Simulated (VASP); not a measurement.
# Sc3Al2 (Pm-3m) in VASP: notebook

The runs below take Sc3Al2 through single point, relaxation of cell and atoms, with PBE.

Program: VASP 6.6.1. These are calculated values, not measurements. Logs are shortened: lines on timing, memory, paths and dates and some standing lists are left out, and cuts for length are marked.

**1. The cell of the first run**

Symmetry: Pm-3m, No. 221, cubic system. The conventional cell has a = 3.829 Å, b = 3.829 Å, c = 3.829 Å, α = 90.00°, β = 90.00°, γ = 90.00°. Within 2.5 Å of Sc (site symmetry 4/mmm) lie 2 Al at 1.91 Å. Al (site symmetry m-3m) has 6 Sc at 1.91 Å within 2.5 Å. Al (site symmetry m-3m) has 12 Sc at 2.71 Å and 8 Al at 3.32 Å within 3.6 Å.

The cell was generated, and may not be a known phase.

**2. Single point, PBE**

The input, INCAR:

```
SYSTEM = Sc3Al2
PREC = Accurate
ENCUT = 520
EDIFF = 1E-6
ISMEAR = 0
SIGMA = 0.1
LREAL = .FALSE.
LASPH = .TRUE.
NELM = 60
ALGO = Fast
ISIF = 2
LWAVE = .FALSE.
LCHARG = .TRUE.
GGA = PE
LELF = .TRUE.
LVHAR = .TRUE.
NBANDS = 28
```

The input, KPOINTS:

```
regular mesh
0
G
  4 4 4
  0 0 0
```

The input, POSCAR:

```
Sc3Al2
1.0
    3.8294357500      0.0000000000      0.0000000000
    0.0000000000      3.8294357500      0.0000000000
    0.0000000000      0.0000000000      3.8294357500
Sc Al
3 2
Direct
    0.5000000000      0.0000000000      0.0000000000
    0.0000000000      0.5000000000      0.0000000000
    0.0000000000      0.0000000000      0.5000000000
    0.0000000000      0.0000000000      0.0000000000
    0.5000000000      0.5000000000      0.5000000000
```

Potentials or basis: VASP PAW PBE potentials, release 64 (Sc_sv, Al).

The run is started by

```sh
$ cat potpaw_PBE.64/Sc_sv/POTCAR potpaw_PBE.64/Al/POTCAR > POTCAR
$ mpirun -np 1 vasp_std > vasp.out
```

OUTCAR:

```text
SYSTEM = Sc3Al2
   PREC = Accurate
   ENCUT = 520
   EDIFF = 1E-6
   ISMEAR = 0
   LREAL = .FALSE.
   LASPH = .TRUE.
   NELM = 60
   ISIF = 2
   GGA = PE

 ion  position               nearest neighbor table
   1  0.500  0.000  0.000-   4 1.91   4 1.91   2 2.71   5 2.71   3 2.71   5 2.71   2 2.71   5 2.71
                             5 2.71   2 2.71   3 2.71   3 2.71   3 2.71   2 2.71
   2  0.000  0.500  0.000-   4 1.91   4 1.91   1 2.71   5 2.71   3 2.71   5 2.71   1 2.71   3 2.71
                             3 2.71   3 2.71   1 2.71   5 2.71   5 2.71   1 2.71
   3  0.000  0.000  0.500-   4 1.91   4 1.91   1 2.71   5 2.71   1 2.71   2 2.71   2 2.71   2 2.71
                             5 2.71   2 2.71   1 2.71   5 2.71   1 2.71   5 2.71
   4  0.000  0.000  0.000-   1 1.91   2 1.91   3 1.91   3 1.91   2 1.91   1 1.91   5 3.32   5 3.32
                             5 3.32   5 3.32   5 3.32   5 3.32   5 3.32   5 3.32
   5  0.500  0.500  0.500-   1 2.71   2 2.71   3 2.71   1 2.71   2 2.71   1 2.71   3 2.71   1 2.71
                             2 2.71   3 2.71   2 2.71   3 2.71   4 3.32   4 3.32   4 3.32   4 3.32

  LATTYP: Found a simple cubic cell.
 ALAT       =     3.8294357500

  Lattice vectors:

 A1 = (   3.8294357500,   0.0000000000,   0.0000000000)
 A2 = (   0.0000000000,   3.8294357500,   0.0000000000)
 A3 = (   0.0000000000,   0.0000000000,   3.8294357500)

Analysis of symmetry for initial positions (statically):
=====================================================================
 Subroutine PRICEL returns:
 Original cell was already a primitive cell.

 Routine SETGRP: Setting up the symmetry group for a
 simple cubic supercell.

 Subroutine GETGRP returns: Found 48 space group operations
 (whereof 48 operations were pure point group operations)
 out of a pool of 48 trial point group operations.

The static configuration has the point symmetry O_h .

Analysis of symmetry for dynamics (positions and initial velocities):
=====================================================================
 Subroutine PRICEL returns:
 Original cell was already a primitive cell.

 Routine SETGRP: Setting up the symmetry group for a
 simple cubic supercell.

 Subroutine GETGRP returns: Found 48 space group operations
 (whereof 48 operations were pure point group operations)
 out of a pool of 48 trial point group operations.

The dynamic configuration has the point symmetry O_h .

 Subroutine INISYM returns: Found 48 space group operations
 (whereof 48 operations are pure point group operations),
 and found     1 'primitive' translations

----------------------------------------------------------------------------------------

                                     Primitive cell

  volume of cell :      56.1571

  direct lattice vectors                    reciprocal lattice vectors
     3.829435750  0.000000000  0.000000000     0.261135077  0.000000000  0.000000000
     0.000000000  3.829435750  0.000000000     0.000000000  0.261135077  0.000000000
     0.000000000  0.000000000  3.829435750     0.000000000  0.000000000  0.261135077

  length of vectors
     3.829435750  3.829435750  3.829435750     0.261135077  0.261135077  0.261135077

  position of ions in fractional coordinates (direct lattice)
     0.500000000  0.000000000  0.000000000
     0.000000000  0.500000000  0.000000000
     0.000000000  0.000000000  0.500000000
     0.000000000  0.000000000  0.000000000
     0.500000000  0.500000000  0.500000000

  ion indices of the primitive-cell ions
   primitive index   ion index
                 1           1
                 2           2
                 3           3
                 4           4
                 5           5

----------------------------------------------------------------------------------------

 KPOINTS: regular mesh

Automatic generation of k-mesh.
 Grid dimensions read from file:
 generate k-points for:    4    4    4

 Generating k-lattice:

  Cartesian coordinates                     Fractional coordinates (reciprocal lattice)
     0.065283769  0.000000000  0.000000000     0.250000000  0.000000000  0.000000000
     0.000000000  0.065283769  0.000000000     0.000000000  0.250000000  0.000000000
     0.000000000  0.000000000  0.065283769     0.000000000  0.000000000  0.250000000

  Length of vectors
     0.065283769  0.065283769  0.065283769

  Shift w.r.t. Gamma in fractional coordinates (k-lattice)
     0.000000000  0.000000000  0.000000000

 Subroutine IBZKPT returns following result:
 ===========================================

 Found     10 irreducible k-points:

 Following reciprocal coordinates:
            Coordinates               Weight
  0.000000  0.000000  0.000000      1.000000
  0.250000  0.000000  0.000000      6.000000
  0.500000  0.000000  0.000000      3.000000
  0.250000  0.250000  0.000000     12.000000
  0.500000  0.250000  0.000000     12.000000
  0.500000  0.500000  0.000000      3.000000
  0.250000  0.250000  0.250000      8.000000
  0.500000  0.250000  0.250000     12.000000
  0.500000  0.500000  0.250000      6.000000
  0.500000  0.500000  0.500000      1.000000
   k-points           NKPTS =     10   k-points in BZ     NKDIM =     10   number of bands    NBANDS=     28
   number of dos      NEDOS =    301   number of ions     NIONS =      5
   total plane-waves  NPLWV =  21952
   dimension x,y,z NGX =    28 NGY =   28 NGZ =   28
   dimension x,y,z NGXF=    56 NGYF=   56 NGZF=   56
   ions per type =               3   2
   NGX,Y,Z   is equivalent  to a cutoff of  12.16, 12.16, 12.16 a.u.
   NGXF,Y,Z  is equivalent  to a cutoff of  24.31, 24.31, 24.31 a.u.
 SYSTEM =  Sc3Al2
   PREC   = accura    normal or accurate (medium, high low for compatibility)
   ISTART =      0    job   : 0-new  1-cont  2-samecut
   ICHARG =      2    charge: 1-file 2-atom 10-const
   ISPIN  =      1    spin polarized calculation?
   LNONCOLLINEAR =      F non collinear calculations
   LSORBIT =      F    spin-orbit coupling
   LASPH  =      T    aspherical Exc in radial PAW
   ENCUT  =  520.0 eV  38.22 Ry    6.18 a.u.   7.12  7.12  7.12*2*pi/ulx,y,z
   NELM   =     60;   NELMIN=  2; NELMDL= -5     # of ELM steps
   EDIFF  = 0.1E-05   stopping-criterion for ELM
   LREAL  =      F    real-space projection
   EDIFFG = 0.1E-04   stopping-criterion for IOM
   NSW    =      0    number of steps for IOM
   IBRION =     -1    ionic relax: 0-MD 1-quasi-New 2-CG
   NFREE  =      0    steps in history (QN), initial steepest desc. (CG)
   ISIF   =      2    stress and relaxation
   ISYM   =      2    0-nonsym 1-usesym 2-fastsym
   POTIM  = 0.5000    time-step for ionic-motion
   TEBEG  =    0.0;   TEEND  =   0.0 temperature during run
   PSTRESS=    0.0 pullay stress
   NELECT =      39.0000    total number of electrons
   NUPDOWN=      -1.0000    fix difference up-down
   EMIN   =  10.00;   EMAX   =-10.00  energy-range for DOS
   EFERMI =   0.00;   METHOD = LEGACY
   ISMEAR =     0;   SIGMA  =   0.10  broadening in eV -4-tet -1-fermi 0-gaus
   EFERMI_NEDOS =   21; number of points for ismear=-14 and -15
   IALGO  =     68    algorithm
   IMIX   =      4    mixing-type and parameters
     AMIX     =   0.40;   BMIX     =  1.00
     AMIX_MAG =   1.60;   BMIX_MAG =  1.00
  volume/ion in A,a.u.               =      11.23        75.79
  Fermi-wavevector in a.u.,A,eV,Ry     =   1.449756  2.739642 28.596622  2.101792
  Thomas-Fermi vector in A             =   2.567446
   LORBIT       =      0    0 simple, 1 ext, 2 COOP (PROOUT), +10 PAW based schemes
   GGA     = PE    functional components
   LHFCALC =     F    Hartree Fock is set to
   AEXX    =    0.0000 exact exchange contribution
   IVDW    =     0    specifies the selected vdW correction
   LEPSILON=     F    determine dielectric tensor
   LRPA    =     F    only Hartree local field effects (RPA)
 non-spin polarized calculation
 RMM-DIIS sequential band-by-band and
 Gauss-broadening in eV      SIGMA  =   0.10
  energy-cutoff  :      520.00
  volume of cell :       56.16
 maximum number of plane-waves:      1528
   NGX = 15   NGY = 15   NGZ = 15

 number of electron      38.9999986 magnetization

 Free energy of the ion-electron system (eV)
  ---------------------------------------------------
  ext. energy  EPLUGINS =         0.00000000
  ---------------------------------------------------
  free energy    TOTEN  =        -3.78112596 eV

  energy without entropy =       -3.77762364  energy(sigma->0) =       -3.77937480

 E-fermi :   9.9507     XC(G=0): -12.7189

 val. band max:        9.8726162005   @ k =   0.5000   0.5000   0.5000
 cond. band min:      10.0827421507   @ k =   0.2500   0.2500   0.0000
 fundamental gap:      0.2101259501
 Fermi energy:         9.9507083739

 k-point     1 :       0.0000    0.0000    0.0000
  band No.  band energies     occupation
      1     -37.8562      2.00000
      2     -37.2493      2.00000
      3     -37.2493      2.00000
      4     -17.7361      2.00000
      5     -17.7361      2.00000
      6     -17.7361      2.00000
[... 20 lines left out ...]
     27      13.7970      0.00000
     28      17.4296      0.00000

 k-point     2 :       0.2500    0.0000    0.0000
  band No.  band energies     occupation
      1     -37.7770      2.00000
      2     -37.3180      2.00000
      3     -37.2476      2.00000
      4     -17.6455      2.00000
      5     -17.6455      2.00000
      6     -17.6394      2.00000
[... 20 lines left out ...]
     27      14.1308      0.00000
     28      16.6706      0.00000

 k-point     3 :       0.5000    0.0000    0.0000
  band No.  band energies     occupation
      1     -37.6569      2.00000
      2     -37.4277      2.00000
      3     -37.2460      2.00000
      4     -17.5402      2.00000
      5     -17.5402      2.00000
      6     -17.4987      2.00000
[... 20 lines left out ...]
     27      13.4748      0.00000
     28      15.0976      0.00000

 k-point     4 :       0.2500    0.2500    0.0000
  band No.  band energies     occupation
      1     -37.7046      2.00000
      2     -37.3369      2.00000
      3     -37.2868      2.00000
      4     -17.9353      2.00000
      5     -17.5530      2.00000
      6     -17.2337      2.00000
[... 20 lines left out ...]
     27      14.6908      0.00000
     28      15.5113      0.00000

 k-point     5 :       0.5000    0.2500    0.0000
  band No.  band energies     occupation
      1     -37.5901      2.00000
      2     -37.4252      2.00000
      3     -37.2986      2.00000
      4     -18.0273      2.00000
      5     -17.4442      2.00000
      6     -16.9822      2.00000
[... 20 lines left out ...]
     27      14.9469      0.00000
     28      15.3641      0.00000

 k-point     6 :       0.5000    0.5000    0.0000
  band No.  band energies     occupation
      1     -37.4518      2.00000
      2     -37.4227      2.00000
      3     -37.4227      2.00000
      4     -18.2413      2.00000
      5     -17.3294      2.00000
      6     -16.8803      2.00000
[... 20 lines left out ...]
     27      14.0899      0.00000
     28      14.2930      0.00000

 k-point     7 :       0.2500    0.2500    0.2500
  band No.  band energies     occupation
      1     -37.6417      2.00000
      2     -37.3349      2.00000
      3     -37.3349      2.00000
      4     -18.2465      2.00000
      5     -17.1700      2.00000
      6     -17.1700      2.00000
[... 20 lines left out ...]
     27      14.1767      0.00000
     28      14.2034      0.00000

 k-point     8 :       0.5000    0.2500    0.2500
  band No.  band energies     occupation
      1     -37.5391      2.00000
      2     -37.4228      2.00000
      3     -37.3329      2.00000
      4     -18.4177      2.00000
      5     -17.0758      2.00000
      6     -16.9080      2.00000
[... 20 lines left out ...]
     27      14.3313      0.00000
     28      15.0686      0.00000

 k-point     9 :       0.5000    0.5000    0.2500
  band No.  band energies     occupation
      1     -37.4350      2.00000
      2     -37.4204      2.00000
      3     -37.4204      2.00000
      4     -18.6593      2.00000
      5     -16.9382      2.00000
      6     -16.8699      2.00000
[... 20 lines left out ...]
     27      14.5037      0.00000
     28      15.2548      0.00000

 k-point    10 :       0.5000    0.5000    0.5000
  band No.  band energies     occupation
      1     -37.4181      2.00000
      2     -37.4181      2.00000
      3     -37.4181      2.00000
      4     -18.9407      2.00000
      5     -16.8595      2.00000
      6     -16.8595      2.00000
[... 20 lines left out ...]
     27      14.9771      0.00000
     28      14.9771      0.00000

------------------------ aborting loop because EDIFF is reached ----------------------------------------

  FORCE on cell =-STRESS in cart. coord.  units (eV):
  Direction    XX          YY          ZZ          XY          YZ          ZX
  --------------------------------------------------------------------------------------
  -------------------------------------------------------------------------------------
  Total       56.6768720     56.6768720     56.6768720      0.0000000     -0.0000000      0.0000000
  in kB     1617.0077206   1617.0077206   1617.0077206      0.0000000     -0.0000000      0.0000000
  external PRESSURE =    1617.0077206 kB  Pullay stress =       0.0000000 kB

 VOLUME and BASIS-vectors are now :
 -----------------------------------------------------------------------------
  energy-cutoff  :      520.00
  volume of cell :       56.16
      direct lattice vectors                 reciprocal lattice vectors
     3.829435750  0.000000000  0.000000000     0.261135077  0.000000000  0.000000000
     0.000000000  3.829435750  0.000000000     0.000000000  0.261135077  0.000000000
     0.000000000  0.000000000  3.829435750     0.000000000  0.000000000  0.261135077

 POSITION                                       TOTAL-FORCE (eV/Angst)
 -----------------------------------------------------------------------------------
      1.91472      0.00000      0.00000         0.000000      0.000000      0.000000
      0.00000      1.91472      0.00000         0.000000      0.000000      0.000000
      0.00000      0.00000      1.91472         0.000000      0.000000      0.000000
      0.00000      0.00000      0.00000         0.000000      0.000000      0.000000
      1.91472      1.91472      1.91472         0.000000      0.000000      0.000000
 -----------------------------------------------------------------------------------
    total drift:                                0.000000      0.000000     -0.000000

  FREE ENERGIE OF THE ION-ELECTRON SYSTEM (eV)
  ---------------------------------------------------
  free  energy   TOTEN  =        -3.7811259603 eV

  energy  without entropy=       -3.7776236372  energy(sigma->0) =       -3.77937480
```

Wall time 49 s (1 thread of Intel Xeon 8259CL, shared host); peak memory 0.15 GiB.

What came out:

| Item | Value |
| --- | --- |
| Free energy | -3.7811 eV |
| Pressure | 161.7 GPa |
| Band gap on the k mesh | zero (an odd number of electrons rules out a gap without spin polarisation) |

Caveat: the k points lie up to 0.41 Å⁻¹ apart, too coarse for converged energies and pressures of a metal.

**3. Single point, PBE**

This run uses another cell than the first one, of 26.46 Å³/atom.

The input, INCAR:

```
  PREC = Accurate
  ENCUT = 520
  EDIFF = 1E-7
  ISMEAR = 0
  SIGMA = 0.1
  LREAL = F
  LASPH = T
  NELM = 60
  ALGO = Normal
  ISIF = 2
  LWAVE = F
  LCHARG = F
  GGA = PE
  NBANDS = 28
```

The input, KPOINTS:

```
regular mesh
0
Gamma
  4 4 4
```

Changes to POSCAR since step 2:

```diff
@@ -2,5 +2,5 @@
 1.0
-    3.8294357500      0.0000000000      0.0000000000
-    0.0000000000      3.8294357500      0.0000000000
-    0.0000000000      0.0000000000      3.8294357500
+    5.0952800911      0.0000000000      0.0000000000
+    0.0000000000      5.0952800911      0.0000000000
+    0.0000000000      0.0000000000      5.0952800911
 Sc Al
```

Potentials or basis: VASP PAW PBE potentials, release 64 (Sc_sv, Al).

The run is started by

```sh
$ cat potpaw_PBE.64/Sc_sv/POTCAR potpaw_PBE.64/Al/POTCAR > POTCAR
$ mpirun -np 1 vasp_std > vasp.out
```

Run time: 90 s. Hardware: 1 thread of Intel Xeon 8259CL, shared host; peak memory 0.25 GiB.

It converged, with:

| Quantity | Value |
| --- | --- |
| Free energy | -24.5848 eV |
| Pressure | -0.2 GPa |
| Band gap on the k mesh | zero (an odd number of electrons rules out a gap without spin polarisation) |

Levels at points of the mesh, in eV from the Fermi level:
| k point | band 16 | band 17 | band 18 | band 19 | band 20 | band 21 | band 22 | band 23 | band 24 | band 25 |
| --- | --- | --- | --- | --- | --- | --- | --- | --- | --- | --- |
| (0.00, 0.00, 0.00) | -0.29 | -0.29 | -0.07 | -0.07 | -0.07 | -0.01 | -0.01 | 2.01 | 2.01 | 2.09 |
| (0.50, 0.00, 0.00) | -0.79 | -0.37 | -0.37 | -0.25 | -0.25 | 0.17 | 0.83 | 1.56 | 1.72 | 1.93 |
| (0.50, 0.50, 0.00) | -2.66 | -0.76 | -0.08 | -0.08 | 0.00 | 0.80 | 0.80 | 1.52 | 1.56 | 1.56 |
| (0.50, 0.50, 0.50) | -2.35 | -2.35 | -0.70 | -0.70 | -0.70 | 1.43 | 1.43 | 1.43 | 1.47 | 1.47 |

**4. Relaxation of cell and atoms, PBE**

The input, INCAR:

```
PREC = Accurate
ENCUT = 600
EDIFF = 1E-6
ISMEAR = 0
SIGMA = 0.1
LREAL = False
LASPH = True
NELM = 100
ALGO = Fast
ISIF = 3
LWAVE = False
LCHARG = False
GGA = PE
IBRION = 2
NSW = 90
EDIFFG = -0.04
```

The input, KPOINTS:

```
Automatic mesh
0
Gamma
  4 4 4
```

Changes to POSCAR since step 3:

```diff
@@ -2,5 +2,5 @@
 1.0
-    5.0952800911      0.0000000000      0.0000000000
-    0.0000000000      5.0952800911      0.0000000000
-    0.0000000000      0.0000000000      5.0952800911
+    3.8294357500      0.0000000000      0.0000000000
+    0.0000000000      3.8294357500      0.0000000000
+    0.0000000000      0.0000000000      3.8294357500
 Sc Al
```

The run is started by

```sh
$ cat potpaw_PBE.64/Sc_sv/POTCAR potpaw_PBE.64/Al/POTCAR > POTCAR
$ mpirun -np 1 vasp_std > vasp.out
```

It took 11 min on 1 thread of Intel Xeon 8259CL, shared host; peak memory 0.19 GiB.

It converged, with:

| Item | Value |
| --- | --- |
| Free energy | -24.5331 eV |
| Relaxed volume | 26.19 Å³/atom |
| Relaxed cell | a = 5.078 Å, b = 5.078 Å, c = 5.078 Å, α = 90.00°, β = 90.00°, γ = 90.00° |
| Space group after relaxing (to 0.1 Å) | Pm-3m (No. 221) |
| Pressure after relaxing | 0.1 GPa |
| Band gap on the k mesh | zero (an odd number of electrons rules out a gap without spin polarisation) |

Final structure:
```
Sc Al
1.0
     5.07802    0.00000    0.00000
     0.00000    5.07802    0.00000
     0.00000    0.00000    5.07802
Sc Al
3 2
Direct
  0.50000 0.00000 0.00000
  0.00000 0.50000 0.00000
  0.00000 0.00000 0.50000
  0.00000 0.00000 0.00000
  0.50000 0.50000 0.50000
```

Levels at points of the mesh, in eV from the Fermi level:
```
           k point  band 18  band 19  band 20  band 21  band 22  band 23
(0.00, 0.00, 0.00)    -0.07    -0.07    -0.07    -0.01    -0.01     2.05
(0.50, 0.00, 0.00)    -0.37    -0.25    -0.25     0.17     0.83     2.39
(0.50, 0.50, 0.00)    -0.08    -0.08     0.00     0.81     0.81     1.57
(0.50, 0.50, 0.50)    -0.71    -0.71    -0.71     1.44     1.45     1.49
```

Caveat: the k points lie up to 0.31 Å⁻¹ apart in the final cell, too coarse for converged energies and pressures of a metal; the volume moved by over 15 % at a fixed basis, so the end points are rough.

**5. The runs side by side**

```csv
task,cell,cutoff (eV),gap on the mesh (eV),pressure (GPa)
single point,"a = 3.829 Å, 5 atoms",520,none,161.7
single point,"a = 5.095 Å, 5 atoms",520,none,-0.2
relaxation of cell and atoms,"relaxed from a = 3.829 Å, 5 atoms",600,none,0.1
```

Alike in all rows: level PBE; potentials or basis VASP PAW PBE potentials, release 64 (Sc_sv, Al); no spin polarisation; k mesh 4 × 4 × 4; smearing gaussian 0.1 eV.

Caveats: some runs use coarse meshes; the volume moved by over 15 % at a fixed basis, so the end points are rough (at least some runs).

Absolute energies hang on the potentials; compare differences alone.

The gap in the log of VASP goes by the Fermi energy; the results here count the filled bands.